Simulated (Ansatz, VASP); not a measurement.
**One calculation of TiO2, two programs**

The input INCAR:

```
PREC = Accurate ; ENCUT = 520
EDIFF = 1E-8 ; ISMEAR = 0
SIGMA = 0.025 ; LREAL = F
LASPH = T ; NELM = 80
ALGO = Normal ; ISIF = 2
LWAVE = F ; LCHARG = F
GGA = PE ; LEFG = T
NBANDS = 33
```

The input KPOINTS:

```
Automatic mesh
0
Gamma
  11 11 11
```

File POSCAR:

```
TiO2
1.0
   -1.8921000000      1.8921000000      4.7573000000
    1.8921000000     -1.8921000000      4.7573000000
    1.8921000000      1.8921000000     -4.7573000000
Ti O
2 4
Direct
    0.0000000000      0.0000000000      0.0000000000
    0.7500000000      0.2500000000      0.5000000000
    0.2081000000      0.2081000000      0.0000000000
    0.9581000000      0.4581000000      0.5000000000
    0.5419000000      0.0419000000      0.5000000000
    0.7919000000      0.7919000000      0.0000000000
```

Input for Ansatz:

```yaml
crystal:
  lattice:
    - [-1.8921, 1.8921, 4.7573]
    - [1.8921, -1.8921, 4.7573]
    - [1.8921, 1.8921, -4.7573]
  atoms:
    - { symbol: Ti, position: [0.0, 0.0, 0.0] }
    - { symbol: Ti, position: [0.75, 0.25, 0.5] }
    - { symbol: O, position: [0.2081, 0.2081, 0.0] }
    - { symbol: O, position: [0.9581, 0.4581, 0.5] }
    - { symbol: O, position: [0.5419, 0.0419, 0.5] }
    - { symbol: O, position: [0.7919, 0.7919, 0.0] }
kpoints:
  mp_grid: { grid: [11, 11, 11] }
scf:
  occupations: { method: gaussian, width: 0.025 }
hamiltonian:
  xc: pbe
  pseudopotentials: { kind: paw }
output:
  forces: true
  stress: true
  populations: true
  efg:
    quadrupole_moments_barn: { Ti: 0.247, O: -0.02558 }
    contact_densities: true
```

Alike in both runs: task electric field gradients; functional PBE; k mesh 11 × 11 × 11; occupations gaussian, width 0.025 eV; no spin polarisation.

|  | VASP | Ansatz |
| --- | --- | --- |
| version | VASP 6.6.1 | Ansatz 0.2.0 |
| potentials or method | VASP PAW PBE potentials, release 64 (Ti_sv, O) | plane-wave PAW, scalar-relativistic |
| plane-wave cutoff (eV) | 520 | 420 |
| valence electrons in the cell | 48 | 48 |

Ansatz gave:

```
gap on the k mesh at the Fermi level (eV)                     : 2.12
pressure (GPa)                                                : 5.2
traceless stress, the component that is largest in VASP (GPa) : 0.86
rms of the force components (eV/Å)                            : 0.048
size of Vzz on the site where it differs most (V/Å²)          : 18.6
```

Q: Which values does VASP return?

A: gap on the k mesh at the Fermi level (eV): 2.10; pressure (GPa): 5.9; traceless stress, the component that is largest in VASP (GPa): 0.92; rms of the force components (eV/Å): 0.059; size of Vzz on the site where it differs most (V/Å²): 16.9.

Atom by atom the forces differ by 0.011 eV/Å (rms over components).
